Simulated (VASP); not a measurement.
# Mn2RuN3 (P-6m2) in VASP: further runs

Mn2RuN3 is run at these levels: PBE; tasks: single point.

All numbers are computed with VASP 6.6.1; they aren't measurements. Logs are shortened: lines on timing, memory, paths and dates and some standing lists are left out, and cuts for length are marked.

## Step 1: The cell of the first run

It takes space group P-6m2 (No. 187, hexagonal). The conventional cell has a = 3.764 Å, b = 3.764 Å, c = 7.096 Å, α = 90.00°, β = 90.00°, γ = 120.00°. Within 2.3 Å of Mn (site symmetry -6m2) lie 2 N at 1.74 Å and 3 Ru at 2.17 Å. Mn (site symmetry -6m2) has 5 N at 1.81 to 2.17 Å within 2.4 Å. Ru (site symmetry -6m2) has 3 Mn at 2.17 Å and 6 N at 2.78 Å within 2.9 Å. N (site symmetry 3m) has 2 Mn at 1.74 to 1.81 Å within 2.3 Å. Within 2.9 Å of N (site symmetry -6m2) lie 3 Mn at 2.17 Å and 6 N at 2.83 Å.

The cell was generated, and may not be a known phase.

## Step 2: Single point, PBE, collinear spin, ferromagnetic start

INCAR

```
SYSTEM = Mn2RuN3
PREC = Accurate
ENCUT = 520
EDIFF = 1E-6
ISMEAR = 0
SIGMA = 0.1
LREAL = .False.
LASPH = .True.
NELM = 150
ALGO = Normal
ISIF = 2
LWAVE = .False.
LCHARG = .True.
ISPIN = 2
MAGMOM = 4 4 1 0 0 0
LORBIT = 11
LMAXMIX = 4
GGA = PE
LELF = .True.
LVHAR = .True.
NBANDS = 40
```

KPOINTS

```
regular mesh
0
Gamma
  6 6 2
  0 0 0
```

POSCAR

```
Mn2RuN3
1.0
    3.7644253438      0.0000000000      0.0000000000
   -1.8822126719      3.2600879784      0.0000000000
    0.0000000000      0.0000000000      7.0959322927
Mn Ru N
2 1 3
Direct
    0.3333333333      0.6666666667      0.5000000000
    0.3333333333      0.6666666667      0.0000000000
    0.6666666667      0.3333333333      0.5000000000
    0.3333333333      0.6666666667      0.2550801404
    0.3333333333      0.6666666667      0.7449198596
    0.6666666667      0.3333333333      0.0000000000
```

Potentials or basis: VASP PAW PBE potentials, release 64 (Mn_pv, Ru_pv, N).

The run is started by

```sh
cat potpaw_PBE.64/Mn_pv/POTCAR potpaw_PBE.64/Ru_pv/POTCAR potpaw_PBE.64/N/POTCAR > POTCAR
mpirun -np 1 vasp_std > vasp.out
```

OUTCAR:

```text
SYSTEM = Mn2RuN3
   PREC = Accurate
   ENCUT = 520
   EDIFF = 1E-6
   ISMEAR = 0
   LREAL = .False.
   LASPH = .True.
   NELM = 150
   ISIF = 2
   ISPIN = 2
   LORBIT = 11
   GGA = PE

 ion  position               nearest neighbor table
   1  0.333  0.667  0.500-   4 1.74   5 1.74   3 2.17   3 2.17   3 2.17
   2  0.333  0.667  0.000-   4 1.81   5 1.81   6 2.17   6 2.17   6 2.17
   3  0.667  0.333  0.500-   1 2.17   1 2.17   1 2.17
   4  0.333  0.667  0.255-   1 1.74   2 1.81
   5  0.333  0.667  0.745-   1 1.74   2 1.81
   6  0.667  0.333  0.000-   2 2.17   2 2.17   2 2.17

  LATTYP: Found a hexagonal cell.
 ALAT       =     3.7644253438
 C/A-ratio  =     1.8849974816

  Lattice vectors:

 A1 = (   3.7644253438,   0.0000000000,   0.0000000000)
 A2 = (  -1.8822126719,   3.2600879784,   0.0000000000)
 A3 = (   0.0000000000,   0.0000000000,   7.0959322927)

Analysis of symmetry for initial positions (statically):
=====================================================================
 Subroutine PRICEL returns:
 Original cell was already a primitive cell.

 Routine SETGRP: Setting up the symmetry group for a
 hexagonal supercell.

 Subroutine GETGRP returns: Found 12 space group operations
 (whereof 12 operations were pure point group operations)
 out of a pool of 24 trial point group operations.

The static configuration has the point symmetry D_3h.

Analysis of symmetry for dynamics (positions and initial velocities):
=====================================================================
 Subroutine PRICEL returns:
 Original cell was already a primitive cell.

 Routine SETGRP: Setting up the symmetry group for a
 hexagonal supercell.

 Subroutine GETGRP returns: Found 12 space group operations
 (whereof 12 operations were pure point group operations)
 out of a pool of 24 trial point group operations.

The dynamic configuration has the point symmetry D_3h.

Analysis of structural, dynamic, and magnetic symmetry:
=====================================================================
 Subroutine PRICEL returns:
 Original cell was already a primitive cell.

 Routine SETGRP: Setting up the symmetry group for a
 hexagonal supercell.

 Subroutine GETGRP returns: Found 12 space group operations
 (whereof 12 operations were pure point group operations)
 out of a pool of 24 trial point group operations.

[... 127 lines left out ...]
   LRPA    =     F    only Hartree local field effects (RPA)
 spin polarized calculation
 Gauss-broadening in eV      SIGMA  =   0.10
  energy-cutoff  :      520.00
  volume of cell :       87.08
 maximum number of plane-waves:      2361
 NGX is ok and might be reduce to    28
   NGX = 13   NGY = 13   NGZ = 27

 number of electron      54.9999988 magnetization       1.3740179

 Free energy of the ion-electron system (eV)
  ---------------------------------------------------
  ext. energy  EPLUGINS =         0.00000000
  ---------------------------------------------------
  free energy    TOTEN  =       -44.09287908 eV

  energy without entropy =      -44.05139210  energy(sigma->0) =      -44.07213559

 E-fermi :   4.0821     XC(G=0): -10.5010

 val. band max:        4.0787313069   @ k =   0.1667   0.1667   0.0000
 cond. band min:       4.0869005452   @ k =   0.0000   0.0000   0.5000
 fundamental gap:      0.0081692382
 Fermi energy:         4.0820724711

 spin component 1

 k-point     1 :       0.0000    0.0000    0.0000
  band No.  band energies     occupation
      1     -44.9898      1.00000
      2     -44.6812      1.00000
      3     -44.6071      1.00000
      4     -44.6071      1.00000
      5     -44.4014      1.00000
      6     -44.4014      1.00000
[... 577 lines left out ...]
     38       8.6378      0.00000
     39      12.8792      0.00000
 Fermi energy:         4.0820724711

 spin component 2

 k-point     1 :       0.0000    0.0000    0.0000
  band No.  band energies     occupation
      1     -44.8878      1.00000
      2     -44.8638      1.00000
      3     -44.4507      1.00000
      4     -44.4507      1.00000
      5     -44.4263      1.00000
      6     -44.4263      1.00000
[... 577 lines left out ...]
     38       8.9667      0.00000
     39      12.9256      0.00000
 [bands above 39 left out]

------------------------ aborting loop because EDIFF is reached ----------------------------------------

  FORCE on cell =-STRESS in cart. coord.  units (eV):
  Direction    XX          YY          ZZ          XY          YZ          ZX
  --------------------------------------------------------------------------------------
  -------------------------------------------------------------------------------------
  Total       -2.8669727     -2.8669727     -2.2607380      0.0000000      0.0000000     -0.0000000
  in kB      -52.7468661    -52.7468661    -41.5932973      0.0000000      0.0000000     -0.0000000
  external PRESSURE =     -49.0290098 kB  Pullay stress =       0.0000000 kB

 VOLUME and BASIS-vectors are now :
 -----------------------------------------------------------------------------
  energy-cutoff  :      520.00
  volume of cell :       87.08
      direct lattice vectors                 reciprocal lattice vectors
     3.764425344  0.000000000  0.000000000     0.265644795  0.153370094  0.000000000
    -1.882212672  3.260087978  0.000000000     0.000000000  0.306740188  0.000000000
     0.000000000  0.000000000  7.095932293     0.000000000  0.000000000  0.140925809

 POSITION                                       TOTAL-FORCE (eV/Angst)
 -----------------------------------------------------------------------------------
     -0.00000      2.17339      3.54797         0.000000      0.000000      0.000000
     -0.00000      2.17339      0.00000        -0.000000      0.000000      0.000000
      1.88221      1.08670      3.54797        -0.000000      0.000000      0.000000
     -0.00000      2.17339      1.81003        -0.000000     -0.000000     -0.741551
     -0.00000      2.17339      5.28590        -0.000000     -0.000000      0.741551
      1.88221      1.08670      0.00000        -0.000000      0.000000      0.000000
 -----------------------------------------------------------------------------------
    total drift:                                0.000003     -0.000002      0.000000

  FREE ENERGIE OF THE ION-ELECTRON SYSTEM (eV)
  ---------------------------------------------------
  free  energy   TOTEN  =       -44.0928790771 eV

  energy  without entropy=      -44.0513920964  energy(sigma->0) =      -44.07213559

 total charge

# of ion       s       p       d       tot
------------------------------------------
    1        0.529   6.592   5.408  12.528
    2        0.320   6.375   4.999  11.694
    3        0.368   6.163   6.141  12.672
    4        1.317   2.281   0.000   3.598
    5        1.317   2.281   0.000   3.598
    6        1.299   2.108   0.000   3.407
--------------------------------------------------
tot          5.151  25.799  16.547  47.497

 magnetization (x)

# of ion       s       p       d       tot
------------------------------------------
    1       -0.002   0.011   0.134   0.143
    2        0.001   0.008  -0.092  -0.084
    3        0.020   0.012   0.961   0.992
    4        0.004   0.096   0.000   0.100
    5        0.004   0.096   0.000   0.100
    6        0.000  -0.022   0.000  -0.022
--------------------------------------------------
tot          0.027   0.200   1.002   1.229
```

Wall time 3.2 min (1 thread of AMD EPYC 7R13 (Zen 3), shared host); peak memory 0.24 GiB.

Results:

| Item | Value |
| --- | --- |
| Free energy | -44.0929 eV |
| Pressure | -4.9 GPa |
| Largest force | 0.742 eV/Å |
| Net moment | 1.37 μB per cell |
| Site moments | Mn +0.14, -0.08; Ru +0.99; N +0.10, -0.02 (each value once) μB |
| Valence electrons inside the program's atomic spheres | Mn 12.53, 11.69; Ru 12.67; N 3.60, 3.41 (each value once) |

Forces on the atoms (eV/Å):
```
Mn   0.000  0.000  0.000
Mn   0.000  0.000  0.000
Ru   0.000  0.000  0.000
N    0.000  0.000 -0.742
N    0.000  0.000  0.742
N    0.000  0.000  0.000
```

Caveat: the k points lie up to 0.44 Å⁻¹ apart; the run started ferromagnetic, and an antiferromagnetic order may lie lower in energy.

## Step 3: Single point, PBE, collinear spin, ferrimagnetic start

INCAR

```
SYSTEM = Mn2RuN3
ALGO = Normal ; EDIFF = 1E-7
ENCUT = 520 ; GGA = PE
ISIF = 2 ; ISMEAR = 0
ISPIN = 2 ; LASPH = .True.
LCHARG = .False. ; LMAXMIX = 4
LORBIT = 11 ; LREAL = .False.
LWAVE = .False. ; MAGMOM = 1.44 1.44 0.36 -0.44 -0.44 -0.44
NBANDS = 40 ; NELM = 150
PREC = Accurate ; SIGMA = 0.1
```

KPOINTS

```
k-points
0
Gamma
  6 6 4
  0 0 0
```

POSCAR is that of step 2.

Potentials or basis: VASP PAW PBE potentials, release 64 (Mn_pv, Ru_pv, N).

The run is started by

```sh
cat potpaw_PBE.64/Mn_pv/POTCAR potpaw_PBE.64/Ru_pv/POTCAR potpaw_PBE.64/N/POTCAR > POTCAR
mpirun -np 1 vasp_std > vasp.out
```

It took 4.2 min on 1 thread of AMD EPYC 7R13 (Zen 3), shared host; peak memory 0.27 GiB.

The run converged. Its results:

| Quantity | Value |
| --- | --- |
| Free energy | -44.1796 eV |
| Pressure | -5.3 GPa |
| Largest force | 0.871 eV/Å |
| Net moment | 1.14 μB per cell |
| Site moments | Mn +0.16, -0.02; Ru +0.81; N +0.06, -0.03 (each value once) μB |
| Valence electrons inside the program's atomic spheres | Mn 12.53, 11.69; Ru 12.67; N 3.60, 3.41 (each value once) |

Forces on the atoms (eV/Å):
```
Mn   0.000  0.000  0.000
Mn   0.000  0.000  0.000
Ru   0.000  0.000  0.000
N    0.000  0.000 -0.871
N    0.000  0.000  0.871
N    0.000  0.000  0.000
```

Stress tensor (GPa, compression positive):
```
-6.00  0.00  0.00
 0.00 -6.00  0.00
 0.00  0.00 -3.89
```

Levels at points of the mesh, in eV from the Fermi level:
Spin up:
```csv
k point,band 26,band 27,band 28,band 29,band 30,band 31
"(0.00, 0.00, 0.00)",-0.71,-0.71,-0.60,-0.51,-0.15,-0.15
"(0.50, 0.00, 0.00)",-0.66,-0.46,-0.26,0.39,0.46,0.60
"(0.00, 0.00, 0.50)",-1.23,-0.68,-0.68,0.06,1.14,1.14
"(0.50, 0.00, 0.50)",-0.53,-0.49,-0.20,0.43,0.49,0.64
```
Spin down:
```tsv
k point	band 24	band 25	band 26	band 27	band 28	band 29	band 30	band 31
(0.00, 0.00, 0.00)	-1.14	-1.14	-0.55	-0.52	-0.52	0.04	0.27	0.27
(0.50, 0.00, 0.00)	-1.55	-1.31	-0.41	-0.23	0.16	0.34	0.64	0.93
(0.00, 0.00, 0.50)	-1.14	-1.14	-1.09	-0.13	-0.13	0.52	1.20	1.20
(0.50, 0.00, 0.50)	-0.69	-0.44	-0.25	-0.13	0.07	0.38	0.63	0.80
```

Caveat: the cell stands under tension.
